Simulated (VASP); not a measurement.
# HfN (Fm-3m) in VASP: single point with PBE

Aim: the single point of HfN with PBE.

All numbers are computed with VASP 6.6.1; they aren't measurements. Logs are shortened: lines on timing, memory, paths and dates and some standing lists are left out, and cuts for length are marked.

### Step 1. The cell of the first run

The structure is cubic, space group Fm-3m (No. 225). Conventional cell: a = 4.512 Å, b = 4.512 Å, c = 4.512 Å, α = 90.00°, β = 90.00°, γ = 90.00°. Hf (site symmetry m-3m) has 6 N at 2.26 Å within 3.0 Å. Within 3.0 Å of N (site symmetry m-3m) lie 6 Hf at 2.26 Å.

### Step 2. Single point, PBE

File INCAR:

```
SYSTEM = HfN
PREC = Accurate
ENCUT = 520
EDIFF = 1E-6
ISMEAR = 0
SIGMA = 0.05
LREAL = .FALSE.
LASPH = .TRUE.
NELM = 100
ALGO = Normal
ISIF = 2
LWAVE = .FALSE.
LCHARG = .FALSE.
GGA = PE
NBANDS = 14
```

File KPOINTS:

```
Automatic mesh
0
G
  12 12 12
  0 0 0
```

File POSCAR:

```
HfN
1.0
    0.0000000000      2.2560000000      2.2560000000
    2.2560000000      0.0000000000      2.2560000000
    2.2560000000      2.2560000000      0.0000000000
Hf N
1 1
Direct
    0.0000000000      0.0000000000      0.0000000000
    0.5000000000      0.5000000000      0.5000000000
```

Potentials or basis: VASP PAW PBE potentials, release 64 (Hf_pv, N).

Run with:

```console
$ cat potpaw_PBE.64/Hf_pv/POTCAR potpaw_PBE.64/N/POTCAR > POTCAR
$ mpirun -np 1 vasp_std > vasp.out
```

OUTCAR:

```text
SYSTEM = HfN
   PREC = Accurate
   ENCUT = 520
   EDIFF = 1E-6
   ISMEAR = 0
   LREAL = .FALSE.
   LASPH = .TRUE.
   NELM = 100
   ISIF = 2
   GGA = PE

 ion  position               nearest neighbor table
   1  0.000  0.000  0.000-   2 2.26   2 2.26   2 2.26   2 2.26   2 2.26   2 2.26
   2  0.500  0.500  0.500-   1 2.26   1 2.26   1 2.26   1 2.26   1 2.26   1 2.26

  LATTYP: Found a face centered cubic cell.
 ALAT       =     4.5120000000

  Lattice vectors:

 A1 = (   0.0000000000,   2.2560000000,   2.2560000000)
 A2 = (   2.2560000000,   0.0000000000,   2.2560000000)
 A3 = (   2.2560000000,   2.2560000000,   0.0000000000)

Analysis of symmetry for initial positions (statically):
=====================================================================
 Subroutine PRICEL returns:
 Original cell was already a primitive cell.

 Routine SETGRP: Setting up the symmetry group for a
 face centered cubic supercell.

 Subroutine GETGRP returns: Found 48 space group operations
 (whereof 48 operations were pure point group operations)
 out of a pool of 48 trial point group operations.

The static configuration has the point symmetry O_h .

Analysis of symmetry for dynamics (positions and initial velocities):
=====================================================================
 Subroutine PRICEL returns:
 Original cell was already a primitive cell.

 Routine SETGRP: Setting up the symmetry group for a
 face centered cubic supercell.

 Subroutine GETGRP returns: Found 48 space group operations
 (whereof 48 operations were pure point group operations)
 out of a pool of 48 trial point group operations.

The dynamic configuration has the point symmetry O_h .

 Subroutine INISYM returns: Found 48 space group operations
 (whereof 48 operations are pure point group operations),
 and found     1 'primitive' translations

----------------------------------------------------------------------------------------

                                     Primitive cell

  volume of cell :      22.9640

  direct lattice vectors                    reciprocal lattice vectors
     0.000000000  2.256000000  2.256000000    -0.221631206  0.221631206  0.221631206
     2.256000000  0.000000000  2.256000000     0.221631206 -0.221631206  0.221631206
     2.256000000  2.256000000  0.000000000     0.221631206  0.221631206 -0.221631206

  length of vectors
     3.190465797  3.190465797  3.190465797     0.383876509  0.383876509  0.383876509

  position of ions in fractional coordinates (direct lattice)
     0.000000000  0.000000000  0.000000000
     0.500000000  0.500000000  0.500000000

  ion indices of the primitive-cell ions
   primitive index   ion index
                 1           1
                 2           2

----------------------------------------------------------------------------------------

 KPOINTS: Automatic mesh

Automatic generation of k-mesh.
 Grid dimensions read from file:
 generate k-points for:   12   12   12

 Generating k-lattice:

  Cartesian coordinates                     Fractional coordinates (reciprocal lattice)
    -0.018469267  0.018469267  0.018469267     0.083333333  0.000000000  0.000000000
     0.018469267 -0.018469267  0.018469267     0.000000000  0.083333333  0.000000000
     0.018469267  0.018469267 -0.018469267     0.000000000  0.000000000  0.083333333

  Length of vectors
     0.031989709  0.031989709  0.031989709

  Shift w.r.t. Gamma in fractional coordinates (k-lattice)
     0.000000000  0.000000000  0.000000000

 Subroutine IBZKPT returns following result:
 ===========================================

 Found     72 irreducible k-points:

 Following reciprocal coordinates:
            Coordinates               Weight
  0.000000  0.000000  0.000000      1.000000
  0.083333  0.000000  0.000000      8.000000
  0.166667  0.000000  0.000000      8.000000
  0.250000  0.000000  0.000000      8.000000
  0.333333  0.000000  0.000000      8.000000
  0.416667  0.000000  0.000000      8.000000
[... 16 lines left out ...]
  0.500000  0.166667  0.000000     24.000000
 -0.416667  0.166667  0.000000     24.000000
 [... further k-points ...]
   k-points           NKPTS =     72   k-points in BZ     NKDIM =     72   number of bands    NBANDS=     14
   number of dos      NEDOS =    301   number of ions     NIONS =      2
   total plane-waves  NPLWV =  13824
   dimension x,y,z NGX =    24 NGY =   24 NGZ =   24
   dimension x,y,z NGXF=    48 NGYF=   48 NGZF=   48
   ions per type =               1   1
   NGX,Y,Z   is equivalent  to a cutoff of  12.51, 12.51, 12.51 a.u.
   NGXF,Y,Z  is equivalent  to a cutoff of  25.01, 25.01, 25.01 a.u.
 SYSTEM =  HfN
   PREC   = accura    normal or accurate (medium, high low for compatibility)
   ISTART =      0    job   : 0-new  1-cont  2-samecut
   ICHARG =      2    charge: 1-file 2-atom 10-const
   ISPIN  =      1    spin polarized calculation?
   LNONCOLLINEAR =      F non collinear calculations
   LSORBIT =      F    spin-orbit coupling
   LASPH  =      T    aspherical Exc in radial PAW
   ENCUT  =  520.0 eV  38.22 Ry    6.18 a.u.   5.93  5.93  5.93*2*pi/ulx,y,z
   NELM   =    100;   NELMIN=  2; NELMDL= -5     # of ELM steps
   EDIFF  = 0.1E-05   stopping-criterion for ELM
   LREAL  =      F    real-space projection
   EDIFFG = 0.1E-04   stopping-criterion for IOM
   NSW    =      0    number of steps for IOM
   IBRION =     -1    ionic relax: 0-MD 1-quasi-New 2-CG
   NFREE  =      0    steps in history (QN), initial steepest desc. (CG)
   ISIF   =      2    stress and relaxation
   ISYM   =      2    0-nonsym 1-usesym 2-fastsym
   POTIM  = 0.5000    time-step for ionic-motion
   TEBEG  =    0.0;   TEEND  =   0.0 temperature during run
   PSTRESS=    0.0 pullay stress
   NELECT =      15.0000    total number of electrons
   NUPDOWN=      -1.0000    fix difference up-down
   EMIN   =  10.00;   EMAX   =-10.00  energy-range for DOS
   EFERMI =   0.00;   METHOD = LEGACY
   ISMEAR =     0;   SIGMA  =   0.05  broadening in eV -4-tet -1-fermi 0-gaus
   EFERMI_NEDOS =   21; number of points for ismear=-14 and -15
   IALGO  =     38    algorithm
   IMIX   =      4    mixing-type and parameters
     AMIX     =   0.40;   BMIX     =  1.00
     AMIX_MAG =   1.60;   BMIX_MAG =  1.00
  volume/ion in A,a.u.               =      11.48        77.48
  Fermi-wavevector in a.u.,A,eV,Ry     =   1.420440  2.684242 27.451783  2.017649
  Thomas-Fermi vector in A             =   2.541355
   LORBIT       =      0    0 simple, 1 ext, 2 COOP (PROOUT), +10 PAW based schemes
   GGA     = PE    functional components
   LHFCALC =     F    Hartree Fock is set to
   AEXX    =    0.0000 exact exchange contribution
   IVDW    =     0    specifies the selected vdW correction
   LEPSILON=     F    determine dielectric tensor
   LRPA    =     F    only Hartree local field effects (RPA)
 non-spin polarized calculation
 Gauss-broadening in eV      SIGMA  =   0.05
  energy-cutoff  :      520.00
  volume of cell :       22.96
 maximum number of plane-waves:       636
   NGX = 11   NGY = 11   NGZ = 11

 number of electron      15.0000001 magnetization

 Free energy of the ion-electron system (eV)
  ---------------------------------------------------
  ext. energy  EPLUGINS =         0.00000000
  ---------------------------------------------------
  free energy    TOTEN  =       -21.76131578 eV

  energy without entropy =      -21.76119749  energy(sigma->0) =      -21.76125663

 E-fermi :   8.4434     XC(G=0): -12.7535

 val. band max:        8.3839358874   @ k =  -0.0833   0.0833   0.0000
 cond. band min:       8.5131937609   @ k =  -0.1667   0.2500   0.0833
 fundamental gap:      0.1292578735
 Fermi energy:         8.4433766123

 k-point     1 :       0.0000    0.0000    0.0000
  band No.  band energies     occupation
      1     -22.7112      2.00000
      2     -22.7112      2.00000
      3     -22.7112      2.00000
      4      -9.1188      2.00000
      5       5.3804      2.00000
      6       5.3804      2.00000
      7       5.3804      2.00000
      8       8.0741      2.00000
      9       8.0741      2.00000
     10       8.0741      2.00000
     11      10.2528      0.00000
     12      10.4017      0.00000
     13      10.4017      0.00000
     14      17.9965      0.00000

 k-point     2 :       0.0833    0.0000    0.0000
  band No.  band energies     occupation
      1     -22.7830      2.00000
      2     -22.7172      2.00000
      3     -22.7172      2.00000
      4      -8.9580      2.00000
      5       4.7044      2.00000
      6       4.9840      2.00000
      7       4.9840      2.00000
      8       8.2481      2.00000
      9       8.3072      1.99988
     10       8.3072      1.99988
     11      10.7555      0.00000
     12      10.9293      0.00000
     13      10.9293      0.00000
     14      18.5387      0.00000

 k-point     3 :       0.1667    0.0000    0.0000
  band No.  band energies     occupation
      1     -22.9735      2.00000
      2     -22.7334      2.00000
      3     -22.7334      2.00000
      4      -8.5111      2.00000
      5       3.3597      2.00000
      6       4.1771      2.00000
      7       4.1771      2.00000
      8       8.5310      0.01318
      9       8.9007      0.00000
     10       8.9007      0.00000
     11      11.9012      0.00000
     12      12.2006      0.00000
     13      12.2006      0.00000
     14      19.9464      0.00000
[... 324 lines left out ...]
 k-point    23 :       0.5000    0.1667    0.0000
  band No.  band energies     occupation
      1     -23.5696      2.00000
      2     -22.9379      2.00000
      3     -22.8559      2.00000
      4      -6.8349      2.00000
      5       0.3914      2.00000
      6       2.4726      2.00000
      7       2.7320      2.00000
      8       9.2819      0.00000
      9      12.0642      0.00000
     10      12.5093      0.00000
     11      14.5801      0.00000
     12      15.9592      0.00000
     13      17.4097      0.00000
     14      19.2272      0.00000

 k-point    24 :      -0.4167    0.1667    0.0000
  band No.  band energies     occupation
      1     -23.5802      2.00000
      2     -22.9700      2.00000
      3     -22.8331      2.00000
      4      -6.7282      2.00000
      5       0.2184      2.00000
      6       2.4744      2.00000
      7       2.5599      2.00000
      8      10.5241      0.00000
      9      11.2379      0.00000
     10      11.9333      0.00000
     11      14.6671      0.00000
     12      17.0212      0.00000
     13      17.1003      0.00000
     14      19.4790      0.00000

 [... further k-points ...]
[... 5 lines left out ...]
  --------------------------------------------------------------------------------------
  -------------------------------------------------------------------------------------
  Total        0.5801802      0.5801802      0.5801802      0.0000000      0.0000000      0.0000000
  in kB       40.4786655     40.4786655     40.4786655      0.0000000      0.0000000      0.0000000
  external PRESSURE =      40.4786655 kB  Pullay stress =       0.0000000 kB

 VOLUME and BASIS-vectors are now :
 -----------------------------------------------------------------------------
  energy-cutoff  :      520.00
  volume of cell :       22.96
      direct lattice vectors                 reciprocal lattice vectors
     0.000000000  2.256000000  2.256000000    -0.221631206  0.221631206  0.221631206
     2.256000000  0.000000000  2.256000000     0.221631206 -0.221631206  0.221631206
     2.256000000  2.256000000  0.000000000     0.221631206  0.221631206 -0.221631206

 POSITION                                       TOTAL-FORCE (eV/Angst)
 -----------------------------------------------------------------------------------
      0.00000      0.00000      0.00000         0.000000     -0.000000      0.000000
      2.25600      2.25600      2.25600        -0.000000      0.000000     -0.000000
 -----------------------------------------------------------------------------------
    total drift:                                0.000000     -0.000000     -0.000000

  FREE ENERGIE OF THE ION-ELECTRON SYSTEM (eV)
  ---------------------------------------------------
  free  energy   TOTEN  =       -21.7613157806 eV

  energy  without entropy=      -21.7611974851  energy(sigma->0) =      -21.76125663
```

Run time: 13 s. Hardware: 1 thread of Intel Xeon Platinum 8259CL at 2.50GHz (Skylake/Cascade Lake), shared host; peak memory 0.15 GiB.

Results:

```
Free energy : -21.7613 eV
Pressure    : 4.0 GPa
```

Levels at points of the mesh, in eV from the Fermi level:
| k point | band 5 | band 6 | band 7 | band 8 | band 9 | band 10 | band 11 | band 12 |
| --- | --- | --- | --- | --- | --- | --- | --- | --- |
| (0.00, 0.00, 0.00) | -3.06 | -3.06 | -3.06 | -0.37 | -0.37 | -0.37 | 1.81 | 1.96 |
| (0.50, 0.00, 0.00) | -8.93 | -6.23 | -6.23 | 3.27 | 3.70 | 3.70 | 4.43 | 8.86 |
| (0.50, 0.50, 0.00) | -5.44 | -3.85 | -3.73 | -3.73 | 4.10 | 5.54 | 5.54 | 5.62 |

Caveat: spin-orbit coupling is left out, which moves the levels of the heavy elements.
